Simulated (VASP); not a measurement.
# GaN (P6_3mc) in VASP: a series of runs, part 2 of 2

VASP 6.6.1. The steps go on from the part before.

## Step 4: Single point, LDA

This run uses another cell than the first one, of 10.64 Å³/atom.

Input file INCAR:

```
SYSTEM = GaN
ALGO = Normal
EDIFF = 1E-6
ENCUT = 520
ISIF = 2
ISMEAR = 0
LASPH = .TRUE.
LCHARG = .TRUE.
LELF = .TRUE.
LREAL = .FALSE.
LVHAR = .TRUE.
LWAVE = .FALSE.
NBANDS = 26
NELM = 60
PREC = Accurate
SIGMA = 0.01
```

Input file KPOINTS:

```
k-points
0
G
  8 8 5
  0 0 0
```

Input file POSCAR:

```
GaN
1.0
    3.0729536139      0.0000000000      0.0000000000
   -1.5364768070      2.6612558943      0.0000000000
    0.0000000000      0.0000000000      5.2023747079
Ga N
2 2
Direct
    0.3333333333      0.6666666667      0.0037195122
    0.6666666667      0.3333333333      0.5037195122
    0.3333333333      0.6666666667      0.3732804878
    0.6666666667      0.3333333333      0.8732804878
```

Potentials or basis: VASP PAW LDA potentials, release 64 (Ga_d, N).

Started as:

```sh
cat potpaw_LDA.64/Ga_d/POTCAR potpaw_LDA.64/N/POTCAR > POTCAR
mpirun -np 1 vasp_std > vasp.out
```

OUTCAR:

```text
SYSTEM = GaN
   EDIFF = 1E-6
   ENCUT = 520
   ISIF = 2
   ISMEAR = 0
   LASPH = .TRUE.
   LREAL = .FALSE.
   NELM = 60
   PREC = Accurate

 ion  position               nearest neighbor table
   1  0.333  0.667  0.004-   4 1.90   4 1.90   4 1.90   3 1.92
   2  0.667  0.333  0.504-   3 1.90   3 1.90   3 1.90   4 1.92
   3  0.333  0.667  0.373-   2 1.90   2 1.90   2 1.90   1 1.92
   4  0.667  0.333  0.873-   1 1.90   1 1.90   1 1.90   2 1.92

  LATTYP: Found a hexagonal cell.
 ALAT       =     3.0729536139
 C/A-ratio  =     1.6929558209

  Lattice vectors:

 A1 = (   3.0729536139,   0.0000000000,   0.0000000000)
 A2 = (  -1.5364768070,   2.6612558943,   0.0000000000)
 A3 = (   0.0000000000,   0.0000000000,   5.2023747079)

Analysis of symmetry for initial positions (statically):
=====================================================================
 Subroutine PRICEL returns:
 Original cell was already a primitive cell.

 Routine SETGRP: Setting up the symmetry group for a
 hexagonal supercell.

 Subroutine GETGRP returns: Found 12 space group operations
 (whereof  6 operations were pure point group operations)
 out of a pool of 24 trial point group operations.

The static configuration has the point symmetry C_3v.
 The point group associated with its full space group is C_6v.

Analysis of symmetry for dynamics (positions and initial velocities):
=====================================================================
 Subroutine PRICEL returns:
 Original cell was already a primitive cell.

 Routine SETGRP: Setting up the symmetry group for a
 hexagonal supercell.

 Subroutine GETGRP returns: Found 12 space group operations
 (whereof  6 operations were pure point group operations)
 out of a pool of 24 trial point group operations.

The dynamic configuration has the point symmetry C_3v.
 The point group associated with its full space group is C_6v.

 Subroutine INISYM returns: Found 12 space group operations
 (whereof  6 operations are pure point group operations),
 and found     1 'primitive' translations

----------------------------------------------------------------------------------------

                                     Primitive cell

  volume of cell :      42.5446

  direct lattice vectors                    reciprocal lattice vectors
     3.072953614  0.000000000  0.000000000     0.325419816  0.187881218  0.000000000
    -1.536476807  2.661255894  0.000000000     0.000000000  0.375762437  0.000000000
     0.000000000  0.000000000  5.202374708     0.000000000  0.000000000  0.192219910

  length of vectors
     3.072953614  3.072953614  5.202374708     0.375762437  0.375762437  0.192219910

  position of ions in fractional coordinates (direct lattice)
     0.333333333  0.666666667  0.003719512
     0.666666667  0.333333333  0.503719512
     0.333333333  0.666666667  0.373280488
     0.666666667  0.333333333  0.873280488

  ion indices of the primitive-cell ions
   primitive index   ion index
                 1           1
                 2           2
                 3           3
                 4           4

----------------------------------------------------------------------------------------

 KPOINTS: k-points

Automatic generation of k-mesh.
 Grid dimensions read from file:
 generate k-points for:    8    8    5

 Generating k-lattice:

  Cartesian coordinates                     Fractional coordinates (reciprocal lattice)
     0.040677477  0.023485152  0.000000000     0.125000000 -0.000000000  0.000000000
     0.000000000  0.046970305  0.000000000     0.000000000  0.125000000  0.000000000
     0.000000000  0.000000000  0.038443982     0.000000000  0.000000000  0.200000000

  Length of vectors
     0.046970305  0.046970305  0.038443982

  Shift w.r.t. Gamma in fractional coordinates (k-lattice)
     0.000000000  0.000000000  0.000000000

 Subroutine IBZKPT returns following result:
 ===========================================

 Found     30 irreducible k-points:

 Following reciprocal coordinates:
            Coordinates               Weight
  0.000000  0.000000  0.000000      1.000000
  0.125000 -0.000000  0.000000      6.000000
  0.250000 -0.000000  0.000000      6.000000
  0.375000  0.000000  0.000000      6.000000
  0.500000 -0.000000  0.000000      3.000000
  0.125000  0.125000  0.000000      6.000000
[... 16 lines left out ...]
  0.250000 -0.000000  0.400000     12.000000
  0.375000  0.000000  0.400000     12.000000
 [... further k-points ...]
   k-points           NKPTS =     30   k-points in BZ     NKDIM =     30   number of bands    NBANDS=     26
   number of dos      NEDOS =    301   number of ions     NIONS =      4
   total plane-waves  NPLWV =  23040
   dimension x,y,z NGX =    24 NGY =   24 NGZ =   40
   dimension x,y,z NGXF=    48 NGYF=   48 NGZF=   80
   ions per type =               2   2
   NGX,Y,Z   is equivalent  to a cutoff of  12.98, 12.98, 12.78 a.u.
   NGXF,Y,Z  is equivalent  to a cutoff of  25.97, 25.97, 25.56 a.u.
 SYSTEM =  GaN
   PREC   = accura    normal or accurate (medium, high low for compatibility)
   ISTART =      0    job   : 0-new  1-cont  2-samecut
   ICHARG =      2    charge: 1-file 2-atom 10-const
   ISPIN  =      1    spin polarized calculation?
   LNONCOLLINEAR =      F non collinear calculations
   LSORBIT =      F    spin-orbit coupling
   LASPH  =      T    aspherical Exc in radial PAW
   ENCUT  =  520.0 eV  38.22 Ry    6.18 a.u.   5.71  5.71  9.67*2*pi/ulx,y,z
   NELM   =     60;   NELMIN=  2; NELMDL= -5     # of ELM steps
   EDIFF  = 0.1E-05   stopping-criterion for ELM
   LREAL  =      F    real-space projection
   EDIFFG = 0.1E-04   stopping-criterion for IOM
   NSW    =      0    number of steps for IOM
   IBRION =     -1    ionic relax: 0-MD 1-quasi-New 2-CG
   NFREE  =      0    steps in history (QN), initial steepest desc. (CG)
   ISIF   =      2    stress and relaxation
   ISYM   =      2    0-nonsym 1-usesym 2-fastsym
   POTIM  = 0.5000    time-step for ionic-motion
   TEBEG  =    0.0;   TEEND  =   0.0 temperature during run
   PSTRESS=    0.0 pullay stress
   NELECT =      36.0000    total number of electrons
   NUPDOWN=      -1.0000    fix difference up-down
   EMIN   =  10.00;   EMAX   =-10.00  energy-range for DOS
   EFERMI =   0.00;   METHOD = LEGACY
   ISMEAR =     0;   SIGMA  =   0.01  broadening in eV -4-tet -1-fermi 0-gaus
   EFERMI_NEDOS =   21; number of points for ismear=-14 and -15
   IALGO  =     38    algorithm
   IMIX   =      4    mixing-type and parameters
     AMIX     =   0.40;   BMIX     =  1.00
     AMIX_MAG =   1.60;   BMIX_MAG =  1.00
  volume/ion in A,a.u.               =      10.64        71.78
  Fermi-wavevector in a.u.,A,eV,Ry     =   1.548439  2.926126 32.622211  2.397665
  Thomas-Fermi vector in A             =   2.653390
   LORBIT       =      0    0 simple, 1 ext, 2 COOP (PROOUT), +10 PAW based schemes
   GGA     = CA    functional components
   LHFCALC =     F    Hartree Fock is set to
   AEXX    =    0.0000 exact exchange contribution
   IVDW    =     0    specifies the selected vdW correction
   LEPSILON=     F    determine dielectric tensor
   LRPA    =     F    only Hartree local field effects (RPA)
 non-spin polarized calculation
 Gauss-broadening in eV      SIGMA  =   0.01
  energy-cutoff  :      520.00
  volume of cell :       42.54
 maximum number of plane-waves:      1166
 NGX is ok and might be reduce to    24
   NGX = 11   NGY = 11   NGZ = 19

 number of electron      35.9999993 magnetization

 Free energy of the ion-electron system (eV)
  ---------------------------------------------------
  ext. energy  EPLUGINS =         0.00000000
  ---------------------------------------------------
  free energy    TOTEN  =       -27.81318024 eV

  energy without entropy =      -27.81318024  energy(sigma->0) =      -27.81318024

 E-fermi :   6.1199     XC(G=0): -12.5113

 val. band max:        5.9833581152   @ k =   0.0000   0.0000   0.0000
 cond. band min:       8.1853258211   @ k =   0.0000   0.0000   0.0000
 fundamental gap:      2.2019677059
 Fermi energy:         6.1198669091

 k-point     1 :       0.0000    0.0000    0.0000
  band No.  band energies     occupation
      1     -10.6024      2.00000
      2      -9.5088      2.00000
      3      -7.7769      2.00000
      4      -7.7406      2.00000
      5      -7.7406      2.00000
      6      -7.6710      2.00000
[... 18 lines left out ...]
     25      18.2106      0.00000
     26      18.2106      0.00000
[... 644 lines left out ...]
      4      -7.6573      2.00000
      5      -7.5757      2.00000
      6      -7.5157      2.00000
[... 18 lines left out ...]
     25      17.8417      0.00000
     26      18.9119      0.00000

 [... further k-points ...]
[... 5 lines left out ...]
  --------------------------------------------------------------------------------------
  -------------------------------------------------------------------------------------
  Total        3.6714478      3.6714478      0.3318802     -0.0000000      0.0000000      0.0000000
  in kB      138.2622676    138.2622676     12.4982050     -0.0000000      0.0000000      0.0000000
  external PRESSURE =      96.3409134 kB  Pullay stress =       0.0000000 kB

 VOLUME and BASIS-vectors are now :
 -----------------------------------------------------------------------------
  energy-cutoff  :      520.00
  volume of cell :       42.54
      direct lattice vectors                 reciprocal lattice vectors
     3.072953614  0.000000000  0.000000000     0.325419816  0.187881218  0.000000000
    -1.536476807  2.661255894  0.000000000     0.000000000  0.375762437  0.000000000
     0.000000000  0.000000000  5.202374708     0.000000000  0.000000000  0.192219910

 POSITION                                       TOTAL-FORCE (eV/Angst)
 -----------------------------------------------------------------------------------
     -0.00000      1.77417      0.01935        -0.000000      0.000000      0.012021
      1.53648      0.88709      2.62054         0.000000      0.000000      0.012021
     -0.00000      1.77417      1.94194         0.000000     -0.000000     -0.012021
      1.53648      0.88709      4.54313         0.000000      0.000000     -0.012021
 -----------------------------------------------------------------------------------
    total drift:                                0.000000      0.000001      0.000780

  FREE ENERGIE OF THE ION-ELECTRON SYSTEM (eV)
  ---------------------------------------------------
  free  energy   TOTEN  =       -27.8131802409 eV

  energy  without entropy=      -27.8131802409  energy(sigma->0) =      -27.81318024
```

OSZICAR:

```text
N       E                     dE             d eps       ncg     rms          rms(c)
DAV:   1     0.268492989519E+03    0.26849E+03   -0.17760E+04  1732   0.264E+03
DAV:   2     0.134972519139E+01   -0.26714E+03   -0.25267E+03  1704   0.478E+02
DAV:   3    -0.312027192423E+02   -0.32552E+02   -0.32141E+02  1820   0.139E+02
DAV:   4    -0.321253456633E+02   -0.92263E+00   -0.91922E+00  1834   0.249E+01
DAV:   5    -0.321437042876E+02   -0.18359E-01   -0.18346E-01  1938   0.338E+00    0.110E+01
DAV:   6    -0.278421814228E+02    0.43015E+01   -0.10252E+01  2588   0.527E+01    0.316E+00
DAV:   7    -0.278751681812E+02   -0.32987E-01   -0.13707E+00  1692   0.835E+00    0.264E+00
DAV:   8    -0.278363267413E+02    0.38841E-01   -0.24364E-01  2596   0.557E+00    0.124E+00
DAV:   9    -0.278126281649E+02    0.23699E-01   -0.69073E-02  2490   0.425E+00    0.332E-01
DAV:  10    -0.278134215217E+02   -0.79336E-03   -0.56800E-03  1648   0.567E-01    0.149E-01
DAV:  11    -0.278131812458E+02    0.24028E-03   -0.10598E-03  2364   0.608E-01    0.534E-02
DAV:  12    -0.278131992507E+02   -0.18005E-04   -0.14317E-04  1640   0.748E-02    0.754E-02
DAV:  13    -0.278131880354E+02    0.11215E-04   -0.78085E-06  2222   0.450E-02    0.524E-02
DAV:  14    -0.278131820908E+02    0.59446E-05   -0.64771E-06  2120   0.253E-02    0.290E-02
DAV:  15    -0.278131807922E+02    0.12986E-05   -0.22922E-06  1128   0.947E-03    0.189E-02
DAV:  16    -0.278131802409E+02    0.55134E-06   -0.48296E-07   876   0.543E-03
   1 F= -.27813180E+02 E0= -.27813180E+02  d E =-.414677E-85
```

Wall time 55 s (1 thread of Intel Xeon 8259CL, shared host); peak memory 0.16 GiB.

What came out:

| Property | Result |
| --- | --- |
| Free energy | -27.8132 eV |
| Pressure | 9.6 GPa |
| Largest force | 0.012 eV/Å |
| Band gap on the k mesh | 2.20 eV |

Forces in eV/Å, atoms in the order of the input:
```
Ga   0.000  0.000  0.012
Ga   0.000  0.000  0.012
N    0.000  0.000 -0.012
N    0.000  0.000 -0.012
```

Levels at points of the mesh, in eV from the valence-band top:
```
           k point  band 15  band 16  band 17  band 18  band 19  band 20  band 21  band 22
(0.00, 0.00, 0.00)    -1.03    -0.34     0.00     0.00     2.20     4.99     9.03    10.29
(0.50, 0.00, 0.00)    -4.74    -2.92    -2.65    -1.13     5.29     5.53     5.93     8.81
```

Caveat: the cell stands under pressure.

## Step 5: Single point, LDA

This run uses another cell than the first one, of 10.64 Å³/atom.

Input file INCAR:

```
ALGO     = Normal         # electronic algorithm
EDIFF    = 1E-7           # SCF threshold, eV
ENCUT    = 520            # plane-wave cutoff, eV
ISIF     = 2              # what is computed and relaxed
ISMEAR   = 0              # smearing method
LASPH    = T              # aspherical terms in the spheres
LCHARG   = F              # write CHGCAR
LREAL    = F              # projectors in reciprocal space
LWAVE    = F              # write WAVECAR
NBANDS   = 26             # bands
NELM     = 60             # most SCF steps
PREC     = Accurate       # precision mode
SIGMA    = 0.01           # smearing width, eV
```

Input file KPOINTS:

```
k-points
0
Gamma
  8 8 5
```

Input file POSCAR:

```
GaN
1.0
    3.0729536139      0.0000000000      0.0000000000
   -1.5364768070      2.6612558943      0.0000000000
    0.0000000000      0.0000000000      5.2026234118
Ga N
2 2
Direct
    0.3333333333      0.6666666667      0.0002938746
    0.6666666667      0.3333333333      0.5002938746
    0.3333333333      0.6666666667      0.3767061254
    0.6666666667      0.3333333333      0.8767061254
```

Potentials or basis: VASP PAW LDA potentials, release 64 (Ga_d, N).

Started as:

```sh
cat potpaw_LDA.64/Ga_d/POTCAR potpaw_LDA.64/N/POTCAR > POTCAR
mpirun -np 1 vasp_std > vasp.out
```

OUTCAR:

```text
EDIFF = 1E-7
   ENCUT = 520
   ISIF = 2
   ISMEAR = 0
   LASPH = T
   LREAL = F
   NELM = 60
   PREC = Accurate

 ion  position               nearest neighbor table
   1  0.333  0.667  0.000-   4 1.89   4 1.89   4 1.89   3 1.96
   2  0.667  0.333  0.500-   3 1.89   3 1.89   3 1.89   4 1.96
   3  0.333  0.667  0.377-   2 1.89   2 1.89   2 1.89   1 1.96
   4  0.667  0.333  0.877-   1 1.89   1 1.89   1 1.89   2 1.96

  LATTYP: Found a hexagonal cell.
 ALAT       =     3.0729536139
[... 889 lines left out ...]
     25      17.9905      0.00000
     26      19.0164      0.00000

 [... further k-points ...]
[... 5 lines left out ...]
  --------------------------------------------------------------------------------------
  -------------------------------------------------------------------------------------
  Total        4.2331434      4.2331434     -0.3493978     -0.0000000      0.0000000      0.0000000
  in kB      159.4074193    159.4074193    -13.1572668     -0.0000000      0.0000000      0.0000000
  external PRESSURE =     101.8858572 kB  Pullay stress =       0.0000000 kB

 VOLUME and BASIS-vectors are now :
 -----------------------------------------------------------------------------
  energy-cutoff  :      520.00
  volume of cell :       42.55
      direct lattice vectors                 reciprocal lattice vectors
     3.072953614  0.000000000  0.000000000     0.325419816  0.187881218  0.000000000
    -1.536476807  2.661255894  0.000000000     0.000000000  0.375762437  0.000000000
     0.000000000  0.000000000  5.202623412     0.000000000  0.000000000  0.192210722

 POSITION                                       TOTAL-FORCE (eV/Angst)
 -----------------------------------------------------------------------------------
     -0.00000      1.77417      0.00153         0.000000     -0.000000      0.470003
      1.53648      0.88709      2.60284        -0.000000      0.000000      0.470003
     -0.00000      1.77417      1.95986         0.000000      0.000000     -0.470003
      1.53648      0.88709      4.56117        -0.000000      0.000000     -0.470003
 -----------------------------------------------------------------------------------
    total drift:                                0.000000      0.000001      0.000738

  FREE ENERGIE OF THE ION-ELECTRON SYSTEM (eV)
  ---------------------------------------------------
  free  energy   TOTEN  =       -27.7954754621 eV

  energy  without entropy=      -27.7954754621  energy(sigma->0) =      -27.79547546
```

Run time: 47 s. Hardware: 1 thread of Intel Xeon 8259CL, shared host; peak memory 0.15 GiB.

Results:

| Property | Result |
| --- | --- |
| Free energy | -27.7955 eV |
| Pressure | 10.2 GPa |
| Largest force | 0.470 eV/Å |
| Band gap on the k mesh | 2.25 eV |

Forces in eV/Å, atoms in the order of the input:
```
Ga   0.000  0.000  0.470
Ga   0.000  0.000  0.470
N    0.000  0.000 -0.470
N    0.000  0.000 -0.470
```

Levels at points of the mesh, in eV from the valence-band top:
```csv
k point,band 15,band 16,band 17,band 18,band 19,band 20,band 21,band 22
"(0.00, 0.00, 0.00)",-0.99,-0.22,0.00,0.00,2.25,4.97,9.10,10.27
"(0.50, 0.00, 0.00)",-4.59,-2.91,-2.49,-1.20,5.32,5.63,5.96,8.84
```

Caveat: the cell stands under pressure.

## Step 6: Overview

| cell | gap on the mesh (eV) | pressure (GPa) | largest force (eV/Å) |
| --- | --- | --- | --- |
| a = 3.089, b = 3.089, c = 5.189 Å, angles 90.0, 90.0, 120.0°, 4 atoms, atomic positions A | 2.20 | 7.8 | 0.01 |
| a = 3.089, b = 3.089, c = 5.190 Å, angles 90.0, 90.0, 120.0°, 4 atoms, atomic positions B | 2.24 | 8.2 | 0.37 |
| a = 3.073, b = 3.073, c = 5.202 Å, angles 90.0, 90.0, 120.0°, 4 atoms, atomic positions A | 2.20 | 9.6 | 0.01 |
| a = 3.073, b = 3.073, c = 5.203 Å, angles 90.0, 90.0, 120.0°, 4 atoms, atomic positions B | 2.25 | 10.2 | 0.47 |

Alike in all rows: task single point; level LDA; potentials or basis VASP PAW LDA potentials, release 64 (Ga_d, N); no spin polarisation; k mesh 8 × 8 × 5; cutoff (eV) 520; smearing gaussian 0.01 eV.

Caveats: the cell stands under pressure.

Total energies depend on the potentials used, so only differences within one code and one set of settings carry meaning.
